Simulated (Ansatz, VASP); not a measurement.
BN: VASP beside Ansatz

The input INCAR:

```
PREC     = Accurate       # precision mode
ENCUT    = 520            # plane-wave cutoff, eV
EDIFF    = 1E-6           # SCF threshold, eV
ISMEAR   = 0              # smearing method
SIGMA    = 0.01           # smearing width, eV
LREAL    = False          # projectors in reciprocal space
LASPH    = True           # aspherical terms in the spheres
NELM     = 100            # most SCF steps
ALGO     = Normal         # electronic algorithm
ISIF     = 2              # what is computed and relaxed
LWAVE    = False          # write WAVECAR
LCHARG   = False          # write CHGCAR
GGA      = PS             # functional
NBANDS   = 11             # bands
```

Contents of KPOINTS:

```
Automatic mesh
0
Gamma
  10 10 10
```

Contents of POSCAR:

```
BN
1.0
    1.2511220000      0.7223350000      3.3729340000
   -1.2511220000      0.7223350000      3.3729340000
    0.0000000000     -1.4446710000      3.3729340000
B N
1 1
Direct
    0.9996710000      0.9996710000      0.9996710000
    0.3327620000      0.3327620000      0.3327620000
```

Input for Ansatz:

```yaml
crystal:
  lattice:
    - [1.251122, 0.722335, 3.372934]
    - [-1.251122, 0.722335, 3.372934]
    - [0.0, -1.444671, 3.372934]
  atoms:
    - { symbol: B, position: [0.999671, 0.999671, 0.999671] }
    - { symbol: "N", position: [0.332762, 0.332762, 0.332762] }
basis:
  ecutwfc: 510.0
kpoints:
  mp_grid:
    grid: [10, 10, 10]
hamiltonian:
  xc: pbesol
scf:
  occupations:
    method: fixed
output:
  eigenvalues: true
```

Alike in both runs: task single point; functional PBEsol; k mesh 10 × 10 × 10; no spin polarisation.

|  | VASP | Ansatz |
| --- | --- | --- |
| version | VASP 6.6.1 | Ansatz 0.2.0 |
| potentials or method | VASP PAW PBE potentials, release 64 (B, N), cutoff 520 eV | plane waves, PAW |
| occupations | gaussian, width 0.01 eV | fixed |
| valence electrons in the cell | 8 | 8 |

VASP gave:

```
gap on the k mesh at the Fermi level (eV) : 4.14
```

Question: What did Ansatz give for the same quantities?

Answer: gap on the k mesh at the Fermi level (eV): 4.15.

VASP's potentials were made for PBE, not for PBEsol.
